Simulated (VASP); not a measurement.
# HfC (Fm-3m) in VASP: settings compared

The runs below take HfC through single point, with PBE+D3(BJ), PBE.

Program: VASP 6.6.1. These are calculated values, not measurements. Logs are shortened: lines on timing, memory, paths and dates and some standing lists are left out, and cuts for length are marked.

### 1 The cell of the first run

The structure is cubic, space group Fm-3m (No. 225). Conventional cell: a = 4.650 Å, b = 4.650 Å, c = 4.650 Å, α = 90.00°, β = 90.00°, γ = 90.00°. Hf (site symmetry m-3m) has 6 C at 2.33 Å within 3.1 Å. Within 3.1 Å of C (site symmetry m-3m) lie 6 Hf at 2.33 Å.

### 2 Single point, PBE+D3(BJ), non-collinear spin, typed start, spin-orbit coupling

Input file POSCAR:

```
HfC
1.0
    0.0000000000      2.3250000000      2.3250000000
    2.3250000000      0.0000000000      2.3250000000
    2.3250000000      2.3250000000      0.0000000000
Hf C
1 1
Direct
    0.5000000000      0.5000000000      0.5000000000
    0.0000000000      0.0000000000      0.0000000000
```

Input file INCAR.step1:

```
ALGO = Normal
EDIFF = 1E-7
ENCUT = 520
GGA = PE
GGA_COMPAT = F
ISIF = 2
ISMEAR = -1
IVDW = 12
LASPH = T
LCHARG = T
LMAXMIX = 4
LORBMOM = T
LREAL = F
LSORBIT = T
LWAVE = F
MAGMOM = 0.5 0 0 0 0 0
NBANDS = 26
NELM = 150
PREC = Accurate
SIGMA = 0.15
```

Input file KPOINTS.step1:

```
k-points
0
Gamma
  10 10 10
```

Input file INCAR.step2:

```
ALGO = Normal
EDIFF = 1E-7
ENCUT = 520
GGA = PE
GGA_COMPAT = F
ICHARG = 11
ISIF = 2
ISMEAR = -5
IVDW = 12
LASPH = T
LCHARG = F
LMAXMIX = 4
LORBIT = 10
LORBMOM = T
LREAL = F
LSORBIT = T
LWAVE = F
MAGMOM = 0.5 0 0 0 0 0
NBANDS = 26
NEDOS = 1001
NELM = 150
PREC = Accurate
SIGMA = 0.15
```

Input file KPOINTS.step2:

```
k-points
0
Gamma
  15 15 15
```

Potentials or basis: VASP PAW PBE potentials, release 64 (Hf_pv, C).

On the command line:

```sh
> cat potpaw_PBE.64/Hf_pv/POTCAR potpaw_PBE.64/C/POTCAR > POTCAR
> cp INCAR.step1 INCAR
> cp KPOINTS.step1 KPOINTS
> mpirun -np 1 vasp_ncl > vasp.out
> cp INCAR.step2 INCAR
> cp KPOINTS.step2 KPOINTS
> mpirun -np 1 vasp_ncl > vasp.out
```

OUTCAR:

```text
EDIFF = 1E-7
   ENCUT = 520
   GGA = PE
   ICHARG = 11
   ISIF = 2
   ISMEAR = -5
   IVDW = 12
   LASPH = T
   LORBIT = 10
   LREAL = F
   LSORBIT = T
   NELM = 150
   PREC = Accurate
 IVDW          = 12

 ion  position               nearest neighbor table
   1  0.500  0.500  0.500-   2 2.33   2 2.33   2 2.33   2 2.33   2 2.33   2 2.33
   2  0.000  0.000  0.000-   1 2.33   1 2.33   1 2.33   1 2.33   1 2.33   1 2.33

  LATTYP: Found a face centered cubic cell.
 ALAT       =     4.6500000000

  Lattice vectors:

 A1 = (   0.0000000000,   2.3250000000,   2.3250000000)
 A2 = (   2.3250000000,   0.0000000000,   2.3250000000)
 A3 = (   2.3250000000,   2.3250000000,   0.0000000000)

Analysis of symmetry for initial positions (statically):
=====================================================================
 Subroutine PRICEL returns:
 Original cell was already a primitive cell.

 Routine SETGRP: Setting up the symmetry group for a
 face centered cubic supercell.

 Subroutine GETGRP returns: Found 48 space group operations
 (whereof 48 operations were pure point group operations)
 out of a pool of 48 trial point group operations.

The static configuration has the point symmetry O_h .

Analysis of symmetry for dynamics (positions and initial velocities):
=====================================================================
 Subroutine PRICEL returns:
 Original cell was already a primitive cell.

 Routine SETGRP: Setting up the symmetry group for a
 face centered cubic supercell.

 Subroutine GETGRP returns: Found 48 space group operations
 (whereof 48 operations were pure point group operations)
 out of a pool of 48 trial point group operations.

The dynamic configuration has the point symmetry O_h .

Analysis of structural, dynamic, and magnetic symmetry:
=====================================================================
 Subroutine PRICEL returns:
 Original cell was already a primitive cell.

 Routine SETGRP: Setting up the symmetry group for a
 face centered cubic supercell.

 Subroutine GETGRP returns: Found  8 space group operations
 (whereof  8 operations were pure point group operations)
 out of a pool of 48 trial point group operations.

The overall configuration has the point symmetry C_4h.

 Subroutine INISYM returns: Found  8 space group operations
[... 875 lines left out ...]
      2.32500      2.32500      2.32500         0.000000     -0.000000      0.000000
      0.00000      0.00000      0.00000        -0.000000      0.000000     -0.000000
 -----------------------------------------------------------------------------------
    total drift:                               -0.000000     -0.000000     -0.000000

  FREE ENERGIE OF THE ION-ELECTRON SYSTEM (eV)
  ---------------------------------------------------
  free  energy   TOTEN  =       -22.4162389264 eV

  energy  without entropy=      -22.4162389264  energy(sigma->0) =      -22.41623893

 orbital moment (x)

 # of ion     p       d       tot
 ----------------------------------------
  1        -0.000   0.000  -0.000
  2         0.000   0.000   0.000
 ----------------------------------------
           -0.000   0.000  -0.000

 orbital moment (y)

 # of ion     p       d       tot
 ----------------------------------------
  1         0.000  -0.000  -0.000
  2         0.000   0.000   0.000
 ----------------------------------------
            0.000  -0.000  -0.000

 orbital moment (z)

 # of ion     p       d       tot
 ----------------------------------------
  1         0.000   0.000   0.000
  2         0.000   0.000   0.000
 ----------------------------------------
            0.000   0.000   0.000

 Spin-Orbit-Coupling matrix elements

 Ion:    1  E_soc:     -1.2974986
 l=   1
     0.0000000    -0.2096132    -0.2096132
    -0.2096132     0.0000000    -0.2096132
    -0.2096132    -0.2096132     0.0000000
 l=   2
     0.0000000    -0.0012914     0.0000000    -0.0012914    -0.0053452
    -0.0012914     0.0000000    -0.0040089    -0.0012914    -0.0013363
     0.0000000    -0.0040089     0.0000000    -0.0040089     0.0000000
    -0.0012914    -0.0012914    -0.0040089     0.0000000    -0.0013363
    -0.0053452    -0.0013363     0.0000000    -0.0013363     0.0000000
 l=   3
     0.0000000     0.0000000     0.0000000     0.0000000     0.0000000     0.0000000     0.0000000
     0.0000000     0.0000000     0.0000000     0.0000000     0.0000000     0.0000000     0.0000000
     0.0000000     0.0000000     0.0000000     0.0000000     0.0000000     0.0000000     0.0000000
     0.0000000     0.0000000     0.0000000     0.0000000     0.0000000     0.0000000     0.0000000
     0.0000000     0.0000000     0.0000000     0.0000000     0.0000000     0.0000000     0.0000000
     0.0000000     0.0000000     0.0000000     0.0000000     0.0000000     0.0000000     0.0000000
     0.0000000     0.0000000     0.0000000     0.0000000     0.0000000     0.0000000     0.0000000

 Ion:    2  E_soc:     -0.0003117
 l=   1
     0.0000000    -0.0000519    -0.0000519
    -0.0000519     0.0000000    -0.0000519
    -0.0000519    -0.0000519     0.0000000
 l=   2
     0.0000000     0.0000000     0.0000000     0.0000000     0.0000000
     0.0000000     0.0000000     0.0000000     0.0000000     0.0000000
     0.0000000     0.0000000     0.0000000     0.0000000     0.0000000
     0.0000000     0.0000000     0.0000000     0.0000000     0.0000000
     0.0000000     0.0000000     0.0000000     0.0000000     0.0000000
 l=   3
     0.0000000     0.0000000     0.0000000     0.0000000     0.0000000     0.0000000     0.0000000
     0.0000000     0.0000000     0.0000000     0.0000000     0.0000000     0.0000000     0.0000000
     0.0000000     0.0000000     0.0000000     0.0000000     0.0000000     0.0000000     0.0000000
     0.0000000     0.0000000     0.0000000     0.0000000     0.0000000     0.0000000     0.0000000
     0.0000000     0.0000000     0.0000000     0.0000000     0.0000000     0.0000000     0.0000000
     0.0000000     0.0000000     0.0000000     0.0000000     0.0000000     0.0000000     0.0000000
     0.0000000     0.0000000     0.0000000     0.0000000     0.0000000     0.0000000     0.0000000

 total charge

# of ion       s       p       d       tot
------------------------------------------
    1        0.311   6.669   1.668   8.648
    2        0.874   1.513   0.000   2.387
--------------------------------------------------
tot          1.185   8.181   1.668  11.034

 magnetization (x)

# of ion       s       p       d       tot
------------------------------------------
    1       -0.000   0.000   0.000   0.000
    2       -0.000  -0.000   0.000  -0.000
--------------------------------------------------
tot         -0.000  -0.000   0.000  -0.000

 magnetization (y)

# of ion       s       p       d       tot
------------------------------------------
    1        0.000   0.000   0.000   0.000
    2        0.000   0.000   0.000   0.000
--------------------------------------------------
tot          0.000   0.000   0.000   0.000

 magnetization (z)

# of ion       s       p       d       tot
------------------------------------------
    1        0.000   0.000   0.000   0.000
    2        0.000   0.000   0.000   0.000
--------------------------------------------------
tot          0.000   0.000   0.000   0.000
```

OUTCAR.step1:

```text
EDIFF = 1E-7
   ENCUT = 520
   GGA = PE
   ISIF = 2
   ISMEAR = -1
   IVDW = 12
   LASPH = T
   LREAL = F
[... 1012 lines left out ...]
     0.0000000     0.0000000     0.0000000     0.0000000     0.0000000     0.0000000     0.0000000
     0.0000000     0.0000000     0.0000000     0.0000000     0.0000000     0.0000000     0.0000000
     0.0000000     0.0000000     0.0000000     0.0000000     0.0000000     0.0000000     0.0000000
     0.0000000     0.0000000     0.0000000     0.0000000     0.0000000     0.0000000     0.0000000
     0.0000000     0.0000000     0.0000000     0.0000000     0.0000000     0.0000000     0.0000000

=======================================================================

 ========================================================
```

OSZICAR.step1:

```text
N       E                     dE             d eps       ncg     rms          rms(c)
DAV:   1     0.427668907969E+02    0.42767E+02   -0.74467E+03  7488   0.106E+03
DAV:   2    -0.220175633380E+02   -0.64784E+02   -0.61148E+02  9388   0.264E+02
DAV:   3    -0.248340443050E+02   -0.28165E+01   -0.27886E+01  9542   0.396E+01
DAV:   4    -0.248571676462E+02   -0.23123E-01   -0.23068E-01  8584   0.400E+00
DAV:   5    -0.248573492676E+02   -0.18162E-03   -0.18160E-03  9104   0.346E-01    0.631E+01
DAV:   6    -0.217607331757E+02    0.30966E+01   -0.13519E+01  8270   0.199E+01    0.434E+01
DAV:   7    -0.217233063856E+02    0.37427E-01   -0.71051E-01  8380   0.602E+00    0.268E+01
DAV:   8    -0.217209727509E+02    0.23336E-02   -0.87779E-02  8588   0.223E+00    0.832E+00
DAV:   9    -0.217105446625E+02    0.10428E-01   -0.16415E-02  8700   0.748E-01    0.189E+00
DAV:  10    -0.217093002512E+02    0.12444E-02   -0.65684E-03  8656   0.533E-01    0.105E+00
DAV:  11    -0.217092386601E+02    0.61591E-04   -0.33452E-04  8358   0.160E-01    0.434E-01
DAV:  12    -0.217092292306E+02    0.94296E-05   -0.93129E-05  8710   0.704E-02    0.686E-02
DAV:  13    -0.217092287802E+02    0.45034E-06   -0.19622E-06  8620   0.113E-02    0.367E-02
DAV:  14    -0.217092282730E+02    0.50724E-06   -0.80262E-07  8450   0.750E-03    0.254E-02
DAV:  15    -0.217092281622E+02    0.11078E-06   -0.36281E-07  8608   0.466E-03    0.461E-03
DAV:  16    -0.217092282122E+02   -0.50031E-07   -0.16026E-08  4100   0.104E-03
   1 F= -.22425424E+02 E0= -.22413674E+02  d E =-.234984E-01  mag=     0.0000    -0.0000    -0.0000
```

Run time: 3 min. Hardware: 1 thread of Intel Xeon Platinum 8559C (Emerald Rapids), shared host; peak memory 0.51 GiB.

Results:

- Net moment: 0.00 μB per cell
- Valence electrons inside the program's atomic spheres: Hf 8.65; C 2.39
- Dispersion energy per atom: -0.358 eV

Moments on the atoms (μB; x, y, z):
```
Hf  0.00 0.00 0.00
C   0.00 0.00 0.00
```

Caveat: three body term missing.

### 3 Single point, PBE

POSCAR is that of step 2.

Input file INCAR.step1:

```
SYSTEM = HfC
PREC = Accurate
ENCUT = 520
EDIFF = 1E-6
ISMEAR = -1
SIGMA = 0.05
LREAL = .FALSE.
LASPH = .TRUE.
NELM = 60
ALGO = Normal
ISIF = 2
LWAVE = .FALSE.
LCHARG = .TRUE.
LMAXMIX = 4
GGA = PE
NBANDS = 14
```

Input file KPOINTS.step1:

```
regular mesh
0
G
  6 6 6
  0 0 0
```

Input file INCAR.step2:

```
SYSTEM = HfC
PREC = Accurate
ENCUT = 520
EDIFF = 1E-6
ISMEAR = -5
SIGMA = 0.05
LREAL = .FALSE.
LASPH = .TRUE.
NELM = 60
ALGO = Normal
ISIF = 2
LWAVE = .FALSE.
LCHARG = .FALSE.
LMAXMIX = 4
GGA = PE
LORBIT = 10
NEDOS = 1001
ICHARG = 11
```

Input file KPOINTS.step2:

```
regular mesh
0
G
  9 9 9
  0 0 0
```

Potentials or basis: VASP PAW PBE potentials, release 64 (Hf_pv, C).

On the command line:

```sh
> cat potpaw_PBE.64/Hf_pv/POTCAR potpaw_PBE.64/C/POTCAR > POTCAR
> cp INCAR.step1 INCAR
> cp KPOINTS.step1 KPOINTS
> mpirun -np 1 vasp_std > vasp.out
> cp INCAR.step2 INCAR
> cp KPOINTS.step2 KPOINTS
> mpirun -np 1 vasp_std > vasp.out
```

It took 11 s on 1 thread of Intel Xeon Platinum 8375C at 2.90GHz (Ice Lake), shared host; peak memory 0.14 GiB.

It converged, with:

- Valence electrons inside the program's atomic spheres: Hf 8.59; C 2.39

Levels at points of the mesh, in eV from the Fermi level:
```tsv
k point	band 5	band 6	band 7	band 8	band 9	band 10
(0.00, 0.00, 0.00)	0.97	0.97	0.97	1.35	1.35	1.35
```

Caveat: the k points lie up to 0.39 Å⁻¹ apart; spin-orbit coupling is left out, which moves the levels of the heavy elements.
